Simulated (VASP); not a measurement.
# Sn4Se3 in VASP: further runs, part 2 of 2

VASP 6.6.1. Earlier steps stand in the parts before.

## 3. Single point, PBE

File INCAR:

```
PREC = Accurate
ENCUT = 520
EDIFF = 1E-7
ISMEAR = 0
SIGMA = 0.05
LREAL = F
LASPH = T
NELM = 60
ALGO = Normal
ISIF = 2
LWAVE = F
LCHARG = F
LDIPOL = T
IDIPOL = 3
DIPOL = 0.5 0.5 0.500
GGA = PE
NBANDS = 46
```

File KPOINTS:

```
regular mesh
0
Gamma
  9 9 1
```

File POSCAR:

```
Sn4Se3
1.0
    4.2862138182      0.0000000000      0.0000000000
   -2.1431069091      3.7119700526      0.0000000000
    0.0000000000      0.0000000000     25.4990367830
Sn Se
4 3
Direct
    0.6666666667      0.3333333333      0.2944050363
    0.3333333333      0.6666666667      0.4316026774
    0.0000000000      0.0000000000      0.5683973253
    0.6666666667      0.3333333333      0.7055949491
    0.0000000000      0.0000000000      0.3550513301
    0.6666666667      0.3333333333      0.5000000035
    0.3333333333      0.6666666667      0.6449486783
```

Potentials or basis: VASP PAW PBE potentials, release 64 (Sn_d, Se).

The run is started by

```sh
cat potpaw_PBE.64/Sn_d/POTCAR potpaw_PBE.64/Se/POTCAR > POTCAR
mpirun -np 1 vasp_std > vasp.out
```

OUTCAR:

```text
PREC = Accurate
   ENCUT = 520
   EDIFF = 1E-7
   ISMEAR = 0
   LREAL = F
   LASPH = T
   NELM = 60
   ISIF = 2
   GGA = PE

 ion  position               nearest neighbor table
   1  0.667  0.333  0.294-   5 2.92   5 2.92   5 2.92
   2  0.333  0.667  0.432-   6 3.03   6 3.03   6 3.03   5 3.15   5 3.15   5 3.15
   3  0.000  0.000  0.568-   6 3.03   6 3.03   6 3.03   7 3.15   7 3.15   7 3.15
   4  0.667  0.333  0.706-   7 2.92   7 2.92   7 2.92
   5  0.000  0.000  0.355-   1 2.92   1 2.92   1 2.92   2 3.15   2 3.15   2 3.15
   6  0.667  0.333  0.500-   3 3.03   3 3.03   3 3.03   2 3.03   2 3.03   2 3.03
   7  0.333  0.667  0.645-   4 2.92   4 2.92   4 2.92   3 3.15   3 3.15   3 3.15

  LATTYP: Found a hexagonal cell.
 ALAT       =     4.2862138182
 C/A-ratio  =     5.9490818388

  Lattice vectors:

 A1 = (   4.2862138182,   0.0000000000,   0.0000000000)
 A2 = (  -2.1431069091,   3.7119700526,   0.0000000000)
 A3 = (   0.0000000000,   0.0000000000,  25.4990367830)

Analysis of symmetry for initial positions (statically):
=====================================================================
 Subroutine PRICEL returns:
 Original cell was already a primitive cell.

 Routine SETGRP: Setting up the symmetry group for a
 hexagonal supercell.

 Subroutine GETGRP returns: Found 12 space group operations
 (whereof  6 operations were pure point group operations)
 out of a pool of 24 trial point group operations.

The static configuration has the point symmetry C_3v.
 The point group associated with its full space group is D_3d.

Analysis of symmetry for dynamics (positions and initial velocities):
=====================================================================
 Subroutine PRICEL returns:
 Original cell was already a primitive cell.

 Routine SETGRP: Setting up the symmetry group for a
 hexagonal supercell.

 Subroutine GETGRP returns: Found 12 space group operations
 (whereof  6 operations were pure point group operations)
 out of a pool of 24 trial point group operations.

The dynamic configuration has the point symmetry C_3v.
[... 126 lines left out ...]
   LEPSILON=     F    determine dielectric tensor
   LRPA    =     F    only Hartree local field effects (RPA)
 non-spin polarized calculation
 Gauss-broadening in eV      SIGMA  =   0.05
  energy-cutoff  :      520.00
  volume of cell :      405.70
 maximum number of plane-waves:     10974
 NGX is ok and might be reduce to    32
   NGX = 15   NGY = 15   NGZ = 95

 number of electron      74.0000011 magnetization

 dipolmoment           0.000000      0.000000      0.000003 electrons x Angstroem

 Free energy of the ion-electron system (eV)
  ---------------------------------------------------
  ext. energy  EPLUGINS =         0.00000000
  ---------------------------------------------------
  free energy    TOTEN  =       -26.77672910 eV

  energy without entropy =      -26.77050004  energy(sigma->0) =      -26.77361457

 E-fermi :   1.2504     XC(G=0):  -5.3576

 val. band max:        1.2316148077   @ k =   0.1111   0.0000   0.0000
 cond. band min:       1.2721539387   @ k =   0.3333   0.1111   0.0000
 fundamental gap:      0.0405391310
 Fermi energy:         1.2503989842

 k-point     1 :       0.0000    0.0000    0.0000
  band No.  band energies     occupation
      1     -20.9962      2.00000
      2     -20.9962      2.00000
      3     -20.9962      2.00000
      4     -20.9962      2.00000
      5     -20.9861      2.00000
      6     -20.9849      2.00000
[... 577 lines left out ...]
     45       3.7569      0.00000
     46       4.6652      0.00000

------------------------ aborting loop because EDIFF is reached ----------------------------------------

 vacuum level on the upper side and lower side of the slab       (xc-potential included)        -0.124        -0.124

  FORCE on cell =-STRESS in cart. coord.  units (eV):
  Direction    XX          YY          ZZ          XY          YZ          ZX
  --------------------------------------------------------------------------------------
  -------------------------------------------------------------------------------------
  Total       -2.8730512     -2.8730512      0.0199187      0.0000000     -0.0000000     -0.0000000
  in kB      -11.3462375    -11.3462375      0.0786627      0.0000000     -0.0000000     -0.0000000
  external PRESSURE =      -7.5379374 kB  Pullay stress =       0.0000000 kB

 VOLUME and BASIS-vectors are now :
 -----------------------------------------------------------------------------
  energy-cutoff  :      520.00
  volume of cell :      405.70
      direct lattice vectors                 reciprocal lattice vectors
     4.286213818  0.000000000  0.000000000     0.233306140  0.134699363  0.000000000
    -2.143106909  3.711970053  0.000000000     0.000000000  0.269398725  0.000000000
     0.000000000  0.000000000 25.499036783     0.000000000  0.000000000  0.039217168

 POSITION                                       TOTAL-FORCE (eV/Angst)
 -----------------------------------------------------------------------------------
      2.14311      1.23732      7.50704         0.000000     -0.000000     -0.008332
     -0.00000      2.47465     11.00545         0.000000      0.000000      0.004766
      0.00000      0.00000     14.49358        -0.000000     -0.000000     -0.004766
      2.14311      1.23732     17.99199        -0.000000      0.000000      0.008332
      0.00000      0.00000      9.05347         0.000000     -0.000000      0.000419
      2.14311      1.23732     12.74952        -0.000000      0.000000      0.000000
     -0.00000      2.47465     16.44557        -0.000000      0.000000     -0.000419
 -----------------------------------------------------------------------------------
    total drift:                               -0.000000      0.000000      0.000679

  FREE ENERGIE OF THE ION-ELECTRON SYSTEM (eV)
  ---------------------------------------------------
  free  energy   TOTEN  =       -26.7767290993 eV

  energy  without entropy=      -26.7705000377  energy(sigma->0) =      -26.77361457

 vacuum level on the upper side and lower side of the slab         4.690         4.690
```

stdout:

```text
POSCAR found type information on POSCAR SnSe
 POSCAR found :  2 types and       7 ions
 scaLAPACK will be used
 LDA part: xc-table for (Slater+PW92), standard interpolation
 POSCAR, INCAR and KPOINTS ok, starting setup
 FFT: planning ... GRIDC
 FFT: planning ... GRID_SOFT
 FFT: planning ... GRID
 WAVECAR not read
 entering main loop
```

It took 6.9 min on 1 thread of Intel Xeon Platinum 8259CL at 2.50GHz (Skylake/Cascade Lake), shared host; peak memory 0.56 GiB.

What came out:

| Quantity | Value |
| --- | --- |
| Free energy | -26.7767 eV |
| Largest force | 0.008 eV/Å |
| Band gap on the k mesh | zero (bands 37 and 38 overlap by 0.33 eV) |

Forces on the atoms (eV/Å):
```
Sn   0.000  0.000 -0.008
Sn   0.000  0.000  0.005
Sn   0.000  0.000 -0.005
Sn   0.000  0.000  0.008
Se   0.000  0.000  0.000
Se   0.000  0.000  0.000
Se   0.000  0.000  0.000
```

Levels at points of the mesh, in eV from the Fermi level:
| k point | band 35 | band 36 | band 37 | band 38 | band 39 | band 40 |
| --- | --- | --- | --- | --- | --- | --- |
| (0.00, 0.00, 0.00) | -1.87 | -0.97 | -0.71 | 0.10 | 0.84 | 0.84 |

Caveat: spin-orbit coupling is left out, which moves the levels of the heavy elements.

The gap in the log of VASP goes by the Fermi energy; the results here count the filled bands.